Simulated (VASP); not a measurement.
## Sr: single point with PBE

Sr:

```
Sr
1.0
     4.19579    0.00000    0.00000
    -2.09789    3.63366    0.00000
     0.00000    0.00000    6.65168
Sr
2
Direct
  0.33333 0.66667 0.25000
  0.66667 0.33333 0.75000
```

This cell differs from its parent crystal: strained.

```
Program             : VASP 6.6.1
Task                : single point
Functional          : PBE
Potentials or basis : VASP PAW PBE potentials, release 64 (Sr_sv)
Cutoff              : 520 eV
k mesh              : 12 × 12 × 6
Occupations         : gaussian, width 0.1 eV
Spin                : no spin polarisation
```

| Quantity | Value |
| --- | --- |
| Pressure | 1.2 GPa |
| Band gap on the k mesh | zero (bands 10 and 11 overlap by 0.28 eV) |

Stress tensor (GPa, compression positive):
```
0.89 0.00 0.00
0.00 0.89 0.00
0.00 0.00 1.73
```

Levels at points of the mesh, in eV from the Fermi level:
```
           k point  band 7  band 8  band 9  band 10  band 11  band 12  band 13  band 14
(0.00, 0.00, 0.00)  -18.36  -18.36   -3.81    -1.13     0.26     2.30     2.30     2.52
(0.50, 0.00, 0.00)  -18.43  -18.39   -1.20    -0.58     0.00     0.15     1.44     2.08
(0.00, 0.00, 0.50)  -18.38  -18.38   -2.75    -2.75     1.38     1.38     2.27     2.27
(0.50, 0.00, 0.50)  -18.43  -18.43   -0.90    -0.90     0.29     0.29     1.37     1.37
```

Run time: 56 s on 1 thread of Intel(R) Xeon(R) 6975P-C (Granite Rapids) (shared host), peak memory 0.28 GiB.

Caveat: the cell differs from its parent crystal (strained).
